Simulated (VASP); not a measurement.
Set up this calculation in VASP 6.6.1, as the native input.

- Task: relaxation of cell and atoms
- Functional: PBE
- Potentials or basis: VASP PAW PBE potentials, release 64 (Nd_3, Zr_sv, S), 4f in core
- Cutoff: 500 eV
- k mesh: 5 × 5 × 4
- Occupations: gaussian, width 0.2 eV
- Spin: no spin polarisation
- Dipole correction: no
- Further INCAR settings: ALGO = Normal; EDIFF = 1e-07; IBRION = 2; EDIFFG = -0.08; NSW = 36; ISIF = 3

The structure of NdZrS2 lies in POSCAR:

```
NdZrS2
1.0
    4.7161018200      0.0000000000      0.0000000000
   -2.3580509100      4.0842639800      0.0000000000
    0.0000000000      0.0000000000      5.8380508500
Nd Zr S
1 1 2
Direct
    0.0000000000      0.0000000000      0.5000000000
    0.0000000000      0.0000000000      0.0000000000
    0.3333333300      0.6666666700      0.5000000000
    0.6666666700      0.3333333300      0.5000000000
```

The cell was generated, and may not be a known phase.

These files were run (other wordings do the same):

INCAR

```
SYSTEM = NdZrS2
ALGO = Normal
EDIFF = 1E-7
EDIFFG = -0.08
ENCUT = 500
GGA = PE
GGA_COMPAT = .FALSE.
IBRION = 2
ISIF = 3
ISMEAR = 0
LASPH = .TRUE.
LCHARG = .FALSE.
LMAXMIX = 6
LREAL = .FALSE.
LWAVE = .FALSE.
NELM = 200
NELMIN = 4
NSW = 36
PREC = Accurate
SIGMA = 0.2
```

KPOINTS

```
k-points
0
G
  5 5 4
  0 0 0
```

Potentials or basis: VASP PAW PBE potentials, release 64 (Nd_3, Zr_sv, S), 4f in core.

Run with:

```bash
$ cat potpaw_PBE.64/Nd_3/POTCAR potpaw_PBE.64/Zr_sv/POTCAR potpaw_PBE.64/S/POTCAR > POTCAR
$ mpirun -np 1 vasp_std > vasp.out
```

It gave:

```
Relaxed volume                        : 31.84 Å³/atom
Relaxed cell                          : a = 4.998 Å, b = 4.998 Å, c = 5.887 Å, α = 90.00°, β = 90.00°, γ = 120.00°
Space group after relaxing (to 0.1 Å) : P6/mmm (No. 191)
Energy gained by relaxing             : 99.2 meV/atom
Ionic steps                           : 5
Pressure after relaxing               : -0.2 GPa
Band gap on the k mesh                : zero (an odd number of electrons rules out a gap without spin polarisation)
```

Caveat: the highest band is partly filled, so the run has too few bands; spin-orbit coupling is left out, which moves the levels of the heavy elements; the 4f electrons are frozen in the core, so they carry no moment and show no levels; an odd number of electrons without spin polarisation forces a metal; a magnetic or distorted state may lie lower; the run has no spin polarisation, though such a crystal can be magnetic.

It took 2.5 min on 1 thread of AMD EPYC 9R45 96-Core Processor (Zen 5), with other jobs on the host, peak memory 0.24 GiB.
